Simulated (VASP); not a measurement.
A run of VASP 6.6.1:

File INCAR:

```
SYSTEM = Si8BO16
PREC = Accurate ; ENCUT = 520
EDIFF = 1E-6 ; ISMEAR = -1
SIGMA = 0.02 ; LREAL = Auto
LASPH = .True. ; NELM = 150
ALGO = Normal ; ISIF = 2
LWAVE = .False. ; LCHARG = .False.
ISPIN = 2 ; MAGMOM = 0 0 0 0 0 0 0 0 0 0 0 0 0 0 0 0 0 0 0 0 0 0 0 0 1
LORBIT = 11 ; NBANDS = 88
```

Contents of KPOINTS:

```
Automatic mesh
0
Gamma
  1 1 1
  0 0 0
```

The input POSCAR:

```
Si8BO16
1.0
   -4.9790000000     -4.9790000000      0.0000000000
    4.9790000000     -4.9790000000      0.0000000000
    0.0000000000      0.0000000000      6.9500000000
Si O B
8 16 1
Direct
    0.1683068889      0.4787507532     -0.1161151079
    0.0159771038      0.1994677646      0.1936690647
    0.7272845953      0.5637979514      0.4730791367
   -0.0710082346      0.8220024101      0.7420143885
    0.6490359510      0.0350773248      0.0009640288
    0.4594597309      0.6785197831      0.2015539568
    0.2627435228     -0.0221128741      0.4457410072
    0.4699638482      0.2941052420      0.6870071942
    0.3099819241      0.5600723037      0.0352230216
    0.9163687487      0.4506728259      0.4151654676
    0.6309600321      0.4161176943      0.5931510791
   -0.0101024302      0.6451897971      0.8503884892
    0.7542377988      0.7532938341      0.5744172662
    0.6462341836      0.5605944969      0.2648920863
    0.0821249247      0.2716208074     -0.0179280576
    0.2683972685      0.4241112673      0.6825035971
    0.8005422776      0.1426993372      0.1819136691
    0.3689295039      0.7255272143      0.4186618705
    0.0998594095      0.9118698534      0.6202158273
    0.5527314722      0.2092488451      0.8904892086
    0.4074713798      0.1069491866      0.5558848921
    0.2258184374      0.0594798152      0.2475683453
    0.5126732276      0.8807993573      0.1101582734
    0.7753263708      0.9530126531      0.8504316547
    0.0193814019      0.3036754368      0.4523309353
```

Potentials or basis: VASP PAW LDA potentials, release 64 (Si, O, B).

Run with:

```sh
$ cat potpaw_LDA.64/Si/POTCAR potpaw_LDA.64/O/POTCAR potpaw_LDA.64/B/POTCAR > POTCAR
$ mpirun -np 1 vasp_gam > vasp.out
```

Hardware: 1 thread of AMD EPYC 9R45 96-Core Processor (Zen 5), with other jobs on the host.

Q: Estimate the wall time of this run.

A: Wall time 41 s on 1 thread of AMD EPYC 9R45 96-Core Processor (Zen 5), on a shared host, peak memory 0.29 GiB. Counts: scf iterations 17, k points 1.
